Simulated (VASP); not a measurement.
# MnS (Fm-3m) in VASP: a series of runs

MnS is run at these levels: PBE; tasks: single point.

Program: VASP 6.6.1. These are calculated values, not measurements. Logs are shortened: lines on timing, memory, paths and dates and some standing lists are left out, and cuts for length are marked.

**1. The cell of the first run**

Symmetry: Fm-3m, No. 225, cubic system. The conventional cell has a = 5.085 Å, b = 5.085 Å, c = 5.085 Å, α = 90.00°, β = 90.00°, γ = 90.00°. Within 3.4 Å of Mn (site symmetry m-3m) lie 6 S at 2.54 Å. Within 3.4 Å of S (site symmetry m-3m) lie 6 Mn at 2.54 Å.

**2. Single point, PBE, collinear spin, ferromagnetic start**

Input file INCAR:

```
ALGO     = Normal         # electronic algorithm
EDIFF    = 1E-6           # SCF threshold, eV
ENCUT    = 520            # plane-wave cutoff, eV
GGA      = PE             # functional
ISIF     = 2              # what is computed and relaxed
ISMEAR   = 0              # smearing method
ISPIN    = 2              # spin polarisation
LASPH    = T              # aspherical terms in the spheres
LCHARG   = F              # write CHGCAR
LMAXMIX  = 4              # l up to which the mixer works
LORBIT   = 11             # projections on sites
LREAL    = F              # projectors in reciprocal space
LWAVE    = F              # write WAVECAR
MAGMOM   = 4.47 0         # initial moments
NBANDS   = 20             # bands
NELM     = 150            # most SCF steps
PREC     = Accurate       # precision mode
SIGMA    = 0.05           # smearing width, eV
```

Input file KPOINTS:

```
k-points
0
Gamma
  6 6 6
```

Input file POSCAR:

```
MnS
1.0
    0.0000000000      2.5425827984      2.5425827984
    2.5425827984      0.0000000000      2.5425827984
    2.5425827984      2.5425827984      0.0000000000
Mn S
1 1
Direct
    0.0000000000      0.0000000000      0.0000000000
    0.5000000000      0.5000000000      0.5000000000
```

Potentials or basis: VASP PAW PBE potentials, release 64 (Mn_pv, S).

Launch:

```console
> cat potpaw_PBE.64/Mn_pv/POTCAR potpaw_PBE.64/S/POTCAR > POTCAR
> mpirun -np 1 vasp_std > vasp.out
```

OUTCAR:

```text
EDIFF = 1E-6
   ENCUT = 520
   GGA = PE
   ISIF = 2
   ISMEAR = 0
   ISPIN = 2
   LASPH = T
   LORBIT = 11
   LREAL = F
   NELM = 150
   PREC = Accurate

 ion  position               nearest neighbor table
   1  0.000  0.000  0.000-   2 2.54   2 2.54   2 2.54   2 2.54   2 2.54   2 2.54
   2  0.500  0.500  0.500-   1 2.54   1 2.54   1 2.54   1 2.54   1 2.54   1 2.54

  LATTYP: Found a face centered cubic cell.
 ALAT       =     5.0851655968

  Lattice vectors:

 A1 = (   0.0000000000,   2.5425827984,   2.5425827984)
 A2 = (   2.5425827984,   0.0000000000,   2.5425827984)
 A3 = (   2.5425827984,   2.5425827984,   0.0000000000)

Analysis of symmetry for initial positions (statically):
=====================================================================
 Subroutine PRICEL returns:
 Original cell was already a primitive cell.

 Routine SETGRP: Setting up the symmetry group for a
 face centered cubic supercell.

 Subroutine GETGRP returns: Found 48 space group operations
 (whereof 48 operations were pure point group operations)
 out of a pool of 48 trial point group operations.

The static configuration has the point symmetry O_h .

Analysis of symmetry for dynamics (positions and initial velocities):
=====================================================================
 Subroutine PRICEL returns:
 Original cell was already a primitive cell.

 Routine SETGRP: Setting up the symmetry group for a
 face centered cubic supercell.

 Subroutine GETGRP returns: Found 48 space group operations
 (whereof 48 operations were pure point group operations)
 out of a pool of 48 trial point group operations.

The dynamic configuration has the point symmetry O_h .

Analysis of structural, dynamic, and magnetic symmetry:
=====================================================================
 Subroutine PRICEL returns:
 Original cell was already a primitive cell.

 Routine SETGRP: Setting up the symmetry group for a
 face centered cubic supercell.

 Subroutine GETGRP returns: Found 48 space group operations
 (whereof 48 operations were pure point group operations)
 out of a pool of 48 trial point group operations.

The overall configuration has the point symmetry O_h .

 Subroutine INISYM returns: Found 48 space group operations
 (whereof 48 operations are pure point group operations),
 and found     1 'primitive' translations

----------------------------------------------------------------------------------------

                                     Primitive cell

  volume of cell :      32.8742

  direct lattice vectors                    reciprocal lattice vectors
     0.000000000  2.542582798  2.542582798    -0.196650430  0.196650430  0.196650430
     2.542582798  0.000000000  2.542582798     0.196650430 -0.196650430  0.196650430
     2.542582798  2.542582798  0.000000000     0.196650430  0.196650430 -0.196650430

  length of vectors
     3.595755077  3.595755077  3.595755077     0.340608536  0.340608536  0.340608536

  position of ions in fractional coordinates (direct lattice)
     0.000000000  0.000000000  0.000000000
     0.500000000  0.500000000  0.500000000

  ion indices of the primitive-cell ions
   primitive index   ion index
                 1           1
                 2           2

----------------------------------------------------------------------------------------

 KPOINTS: k-points

Automatic generation of k-mesh.
 Grid dimensions read from file:
 generate k-points for:    6    6    6

 Generating k-lattice:

  Cartesian coordinates                     Fractional coordinates (reciprocal lattice)
    -0.032775072  0.032775072  0.032775072     0.166666667  0.000000000  0.000000000
     0.032775072 -0.032775072  0.032775072     0.000000000  0.166666667  0.000000000
     0.032775072  0.032775072 -0.032775072     0.000000000  0.000000000  0.166666667

  Length of vectors
     0.056768089  0.056768089  0.056768089

  Shift w.r.t. Gamma in fractional coordinates (k-lattice)
     0.000000000  0.000000000  0.000000000

 Subroutine IBZKPT returns following result:
[... 43 lines left out ...]
 maximum number of plane-waves:       899
   NGX = 13   NGY = 13   NGZ = 13

 number of electron      19.0000012 magnetization       4.4454054

 Free energy of the ion-electron system (eV)
  ---------------------------------------------------
  ext. energy  EPLUGINS =         0.00000000
  ---------------------------------------------------
  free energy    TOTEN  =       -14.10055684 eV

  energy without entropy =      -14.09962780  energy(sigma->0) =      -14.10009232

 E-fermi :   7.4938     XC(G=0): -11.0135

 val. band max:        7.4545734878   @ k =   0.3333   0.1667   0.0000
 cond. band min:       7.5593138863   @ k =   0.0000   0.0000   0.0000
 fundamental gap:      0.1047403985
 Fermi energy:         7.4938430006

 spin component 1

 k-point     1 :       0.0000    0.0000    0.0000
  band No.  band energies     occupation
      1     -43.0886      1.00000
      2     -43.0886      1.00000
      3     -43.0886      1.00000
      4      -7.6430      1.00000
      5       4.1033      1.00000
      6       4.1033      1.00000
[... 12 lines left out ...]
     19      19.5876      0.00000
     20      20.3539      0.00000
[... 323 lines left out ...]
 k-point    16 :      -0.3333    0.5000    0.1667
  band No.  band energies     occupation
      1     -43.0978      1.00000
      2     -43.0947      1.00000
      3     -43.0932      1.00000
      4      -5.8971      1.00000
      5       1.4125      1.00000
      6       2.3012      1.00000
[... 12 lines left out ...]
     19      21.9561      0.00000
     20      23.9246      0.00000
 Fermi energy:         7.4938430006

 spin component 2

 k-point     1 :       0.0000    0.0000    0.0000
  band No.  band energies     occupation
      1     -38.7669      1.00000
      2     -38.7669      1.00000
      3     -38.7669      1.00000
      4      -7.3822      1.00000
      5       5.6592      1.00000
      6       5.6592      1.00000
[... 12 lines left out ...]
     19      20.6241      0.00000
     20      21.9863      0.00000
[... 323 lines left out ...]
 k-point    16 :      -0.3333    0.5000    0.1667
  band No.  band energies     occupation
      1     -38.7790      1.00000
      2     -38.7749      1.00000
      3     -38.7730      1.00000
      4      -5.6801      1.00000
      5       1.8176      1.00000
      6       2.9206      1.00000
[... 12 lines left out ...]
     19      22.4982      0.00000
     20      24.6165      0.00000

------------------------ aborting loop because EDIFF is reached ----------------------------------------

  FORCE on cell =-STRESS in cart. coord.  units (eV):
  Direction    XX          YY          ZZ          XY          YZ          ZX
  --------------------------------------------------------------------------------------
  -------------------------------------------------------------------------------------
  Total        0.0025553      0.0025553      0.0025553     -0.0000000     -0.0000000      0.0000000
  in kB        0.1245354      0.1245354      0.1245354     -0.0000000     -0.0000000      0.0000000
  external PRESSURE =       0.1245354 kB  Pullay stress =       0.0000000 kB

 VOLUME and BASIS-vectors are now :
 -----------------------------------------------------------------------------
  energy-cutoff  :      520.00
  volume of cell :       32.87
      direct lattice vectors                 reciprocal lattice vectors
     0.000000000  2.542582798  2.542582798    -0.196650430  0.196650430  0.196650430
     2.542582798  0.000000000  2.542582798     0.196650430 -0.196650430  0.196650430
     2.542582798  2.542582798  0.000000000     0.196650430  0.196650430 -0.196650430

 POSITION                                       TOTAL-FORCE (eV/Angst)
 -----------------------------------------------------------------------------------
      0.00000      0.00000      0.00000        -0.000000      0.000000     -0.000000
      2.54258      2.54258      2.54258         0.000000     -0.000000      0.000000
 -----------------------------------------------------------------------------------
    total drift:                               -0.000000      0.000000      0.000000

  FREE ENERGIE OF THE ION-ELECTRON SYSTEM (eV)
  ---------------------------------------------------
  free  energy   TOTEN  =       -14.1005568406 eV

  energy  without entropy=      -14.0996278018  energy(sigma->0) =      -14.10009232

 total charge

# of ion       s       p       d       tot
------------------------------------------
    1        0.227   6.184   4.971  11.383
    2        1.330   2.404   0.000   3.734
--------------------------------------------------
tot          1.558   8.588   4.971  15.117

 magnetization (x)

# of ion       s       p       d       tot
------------------------------------------
    1        0.052   0.042   3.980   4.074
    2        0.027   0.044   0.000   0.071
--------------------------------------------------
tot          0.079   0.086   3.980   4.145
```

It took 10 s on 1 thread of AMD EPYC 9R45 (Zen 5), shared host; peak memory 0.14 GiB.

Results:

```
Free energy                                           : -14.1006 eV
Pressure                                              : 0.0 GPa
Net moment                                            : 4.45 μB per cell
Site moments                                          : Mn +4.07; S +0.07 μB
Valence electrons inside the program's atomic spheres : Mn 11.38; S 3.73
```

Levels at points of the mesh, in eV from the Fermi level:
Spin up:
| k point | band 9 | band 10 | band 11 | band 12 | band 13 | band 14 | band 15 | band 16 |
| --- | --- | --- | --- | --- | --- | --- | --- | --- |
| (0.00, 0.00, 0.00) | -3.29 | -2.01 | -2.01 | -2.01 | 2.25 | 8.73 | 8.73 | 8.73 |
| (0.50, 0.00, 0.00) | -2.77 | -2.36 | 0.65 | 0.65 | 2.84 | 5.42 | 5.42 | 9.35 |
| (0.50, 0.50, 0.00) | -2.99 | -2.61 | -2.61 | -2.05 | 1.01 | 5.56 | 10.74 | 12.66 |
Spin down:
| k point | band 5 | band 6 | band 7 | band 8 | band 9 | band 10 |
| --- | --- | --- | --- | --- | --- | --- |
| (0.00, 0.00, 0.00) | -1.83 | -1.83 | -1.83 | 0.07 | 0.07 | 0.07 |
| (0.50, 0.00, 0.00) | -6.92 | -3.73 | -3.73 | 1.17 | 1.17 | 1.39 |
| (0.50, 0.50, 0.00) | -6.06 | -3.48 | -3.48 | -1.19 | 0.64 | 1.44 |

Caveat: a cell with one magnetic atom can't hold antiferromagnetic order, which such compounds often take; semilocal functionals often make such compounds metallic where correlation or magnetic order opens a gap, which also shifts bond lengths. With open d or f shells a metallic result of PBE can be an artefact of self-interaction; +U or a hybrid may open a gap.

**3. Single point, PBE, collinear spin, ferromagnetic start**

This run uses another cell than the first one, of 16.78 Å³/atom, 1.021 times its volume.

Input file INCAR:

```
PREC     = Accurate       # precision mode
ENCUT    = 520            # plane-wave cutoff, eV
EDIFF    = 1E-6           # SCF threshold, eV
ISMEAR   = 0              # smearing method
SIGMA    = 0.05           # smearing width, eV
LREAL    = False          # projectors in reciprocal space
LASPH    = True           # aspherical terms in the spheres
NELM     = 150            # most SCF steps
ALGO     = Normal         # electronic algorithm
ISIF     = 2              # what is computed and relaxed
LWAVE    = False          # write WAVECAR
LCHARG   = False          # write CHGCAR
ISPIN    = 2              # spin polarisation
MAGMOM   = 4.56 0         # initial moments
LORBIT   = 11             # projections on sites
LMAXMIX  = 4              # l up to which the mixer works
GGA      = PE             # functional
NBANDS   = 20             # bands
```

Input file KPOINTS:

```
Automatic mesh
0
Gamma
  6 6 6
```

Input file POSCAR:

```
MnS
1.0
    0.0000000000      2.5601982640      2.5601982640
    2.5601982640      0.0000000000      2.5601982640
    2.5601982640      2.5601982640      0.0000000000
Mn S
1 1
Direct
    0.0000000000      0.0000000000      0.0000000000
    0.5000000000      0.5000000000      0.5000000000
```

Potentials or basis: VASP PAW PBE potentials, release 64 (Mn_pv, S).

Launch:

```console
> cat potpaw_PBE.64/Mn_pv/POTCAR potpaw_PBE.64/S/POTCAR > POTCAR
> mpirun -np 1 vasp_std > vasp.out
```

Wall time 11 s (1 thread of AMD EPYC 9R45 (Zen 5), shared host); peak memory 0.14 GiB.

The run converged. Its results:

| Quantity | Value |
| --- | --- |
| Free energy | -14.0982 eV |
| Pressure | -0.9 GPa |
| Net moment | 4.53 μB per cell |
| Site moments | Mn +4.13; S +0.08 μB |
| Valence electrons inside the program's atomic spheres | Mn 11.36; S 3.73 |

Levels at points of the mesh, in eV from the Fermi level:
Spin up:
```tsv
k point	band 8	band 9	band 10	band 11	band 12	band 13	band 14	band 15	band 16	band 17
(0.00, 0.00, 0.00)	-3.32	-3.32	-2.01	-2.01	-2.01	2.05	8.65	8.65	8.65	10.64
(0.50, 0.00, 0.00)	-2.83	-2.83	-2.44	0.53	0.53	2.80	5.37	5.37	9.06	12.51
(0.50, 0.50, 0.00)	-3.71	-3.04	-2.68	-2.68	-2.15	0.92	5.49	10.53	12.41	12.41
```
Spin down:
```
           k point  band 3  band 4  band 5  band 6  band 7  band 8  band 9  band 10  band 11  band 12
(0.00, 0.00, 0.00)  -46.27  -14.74   -1.82   -1.82   -1.82    0.10    0.10     0.10     0.18     0.18
(0.50, 0.00, 0.00)  -46.27  -13.34   -6.79   -3.65   -3.65    1.17    1.17     1.38     3.25     3.25
(0.50, 0.50, 0.00)  -46.27  -13.17   -5.95   -3.43   -3.43   -1.11    0.65     1.43     1.43     1.57
```

Caveat: a cell with one magnetic atom can't hold antiferromagnetic order, which such compounds often take; semilocal functionals often make such compounds metallic where correlation or magnetic order opens a gap, which also shifts bond lengths.

**4. Single point, PBE, collinear spin, ferromagnetic start**

This run uses another cell than the first one, of 17.25 Å³/atom, 1.050 times its volume.

Input file INCAR:

```
SYSTEM = MnS
  PREC = Accurate
  ENCUT = 520
  EDIFF = 1E-6
  ISMEAR = 0
  SIGMA = 0.05
  LREAL = .False.
  LASPH = .True.
  NELM = 150
  ALGO = Normal
  ISIF = 2
  LWAVE = .False.
  LCHARG = .False.
  ISPIN = 2
  MAGMOM = 4.6 0
  LORBIT = 11
  LMAXMIX = 4
  GGA = PE
  NBANDS = 20
```

Input file KPOINTS:

```
Automatic mesh
0
Gamma
  6 6 6
  0 0 0
```

Input file POSCAR:

```
MnS
1.0
    0.0000000000      2.5840720011      2.5840720011
    2.5840720011      0.0000000000      2.5840720011
    2.5840720011      2.5840720011      0.0000000000
Mn S
1 1
Direct
    0.0000000000      0.0000000000      0.0000000000
    0.5000000000      0.5000000000      0.5000000000
```

Launch:

```console
> cat potpaw_PBE.64/Mn_pv/POTCAR potpaw_PBE.64/S/POTCAR > POTCAR
> mpirun -np 1 vasp_std > vasp.out
```

Wall time 11 s (1 thread of AMD EPYC 9R45 (Zen 5), shared host); peak memory 0.14 GiB.

Results (log left out):

| Quantity | Value |
| --- | --- |
| Free energy | -14.0914 eV |
| Pressure | -2.0 GPa |
| Net moment | 4.64 μB per cell |
| Site moments | Mn +4.21; S +0.10 μB |
| Valence electrons inside the program's atomic spheres | Mn 11.33; S 3.73 |

Levels at points of the mesh, in eV from the Fermi level:
Spin up:
| k point | band 9 | band 10 | band 11 | band 12 | band 13 | band 14 | band 15 | band 16 |
| --- | --- | --- | --- | --- | --- | --- | --- | --- |
| (0.00, 0.00, 0.00) | -3.32 | -1.95 | -1.95 | -1.95 | 1.85 | 8.61 | 8.61 | 8.61 |
| (0.50, 0.00, 0.00) | -2.87 | -2.48 | 0.44 | 0.44 | 2.80 | 5.37 | 5.37 | 8.73 |
| (0.50, 0.50, 0.00) | -3.06 | -2.73 | -2.73 | -2.22 | 0.87 | 5.46 | 10.31 | 12.14 |
Spin down:
```csv
k point,band 3,band 4,band 5,band 6,band 7,band 8,band 9,band 10,band 11,band 12
"(0.00, 0.00, 0.00)",-46.23,-14.50,-1.74,-1.74,-1.74,0.21,0.21,0.21,0.26,0.26
"(0.50, 0.00, 0.00)",-46.23,-13.17,-6.57,-3.50,-3.50,1.21,1.21,1.41,3.19,3.19
"(0.50, 0.50, 0.00)",-46.23,-13.00,-5.74,-3.30,-3.30,-0.95,0.71,1.46,1.46,1.58
```

Caveat: a cell with one magnetic atom can't hold antiferromagnetic order, which such compounds often take; semilocal functionals often make such compounds metallic where correlation or magnetic order opens a gap, which also shifts bond lengths. With open d or f shells a metallic result of PBE can be an artefact of self-interaction; +U or a hybrid may open a gap.

**5. Single point, PBE, collinear spin, ferromagnetic start**

This run uses another cell than the first one, of 17.67 Å³/atom, 1.075 times its volume.

Input file INCAR:

```
PREC = Accurate
ENCUT = 520
EDIFF = 1E-6
ISMEAR = 0
SIGMA = 0.05
LREAL = F
LASPH = T
NELM = 150
ALGO = Normal
ISIF = 2
LWAVE = F
LCHARG = F
ISPIN = 2
MAGMOM = 5 0
LORBIT = 11
LMAXMIX = 4
GGA = PE
NBANDS = 20
```

Input file KPOINTS:

```
regular mesh
0
Gamma
  6 6 6
```

Input file POSCAR:

```
MnS
1.0
    0.0000000000      2.6045000000      2.6045000000
    2.6045000000      0.0000000000      2.6045000000
    2.6045000000      2.6045000000      0.0000000000
Mn S
1 1
Direct
    0.0000000000      0.0000000000      0.0000000000
    0.5000000000      0.5000000000      0.5000000000
```

Launch:

```console
> cat potpaw_PBE.64/Mn_pv/POTCAR potpaw_PBE.64/S/POTCAR > POTCAR
> mpirun -np 1 vasp_std > vasp.out
```

Run time: 11 s. Hardware: 1 thread of AMD EPYC 9R45 (Zen 5), shared host; peak memory 0.14 GiB.

The run converged. Its results:

- Free energy: -14.0770 eV
- Pressure: -3.5 GPa
- Net moment: 4.67 μB per cell
- Site moments: Mn +4.23; S +0.10 μB
- Valence electrons inside the program's atomic spheres: Mn 11.31; S 3.72

Levels at points of the mesh, in eV from the Fermi level:
Spin up:
```
           k point  band 8  band 9  band 10  band 11  band 12  band 13  band 14  band 15  band 16  band 17
(0.00, 0.00, 0.00)   -3.27   -3.27    -1.88    -1.88    -1.88     1.72     8.60     8.60     8.60    10.63
(0.50, 0.00, 0.00)   -2.85   -2.85    -2.48     0.39     0.39     2.83     5.39     5.39     8.49    12.24
(0.50, 0.50, 0.00)   -3.48   -3.02    -2.72    -2.72    -2.24     0.86     5.48    10.14    11.94    11.94
```
Spin down:
| k point | band 4 | band 5 | band 6 | band 7 | band 8 | band 9 | band 10 | band 11 |
| --- | --- | --- | --- | --- | --- | --- | --- | --- |
| (0.00, 0.00, 0.00) | -14.30 | -1.67 | -1.67 | -1.67 | 0.30 | 0.30 | 0.30 | 0.35 |
| (0.50, 0.00, 0.00) | -13.03 | -6.37 | -3.36 | -3.36 | 1.26 | 1.26 | 1.45 | 3.16 |
| (0.50, 0.50, 0.00) | -12.87 | -5.56 | -3.19 | -3.19 | -0.81 | 0.77 | 1.50 | 1.50 |

Caveat: a cell with one magnetic atom can't hold antiferromagnetic order, which such compounds often take; semilocal functionals often make such compounds metallic where correlation or magnetic order opens a gap, which also shifts bond lengths.

**6. The runs side by side**

```csv
cell,gap on the mesh (eV),pressure (GPa),moment (μB)
"a = 3.596 Å, angles 60.0°, 2 atoms",none,0.0,4.45
"a = 3.621 Å, angles 60.0°, 2 atoms",none,-0.9,4.53
"a = 3.654 Å, angles 60.0°, 2 atoms",none,-2.0,4.64
"a = 3.683 Å, angles 60.0°, 2 atoms",none,-3.5,4.67
```

Alike in all rows: task single point; level PBE; potentials or basis VASP PAW PBE potentials, release 64 (Mn_pv, S); spin collinear, ferromagnetic start; k mesh 6 × 6 × 6; cutoff (eV) 520; smearing gaussian 0.05 eV.

Caveats: a cell with one magnetic atom can't hold antiferromagnetic order, which such compounds often take; semilocal functionals often make such compounds metallic where correlation or magnetic order opens a gap, which also shifts bond lengths.

Absolute energies hang on the potentials; compare differences alone.
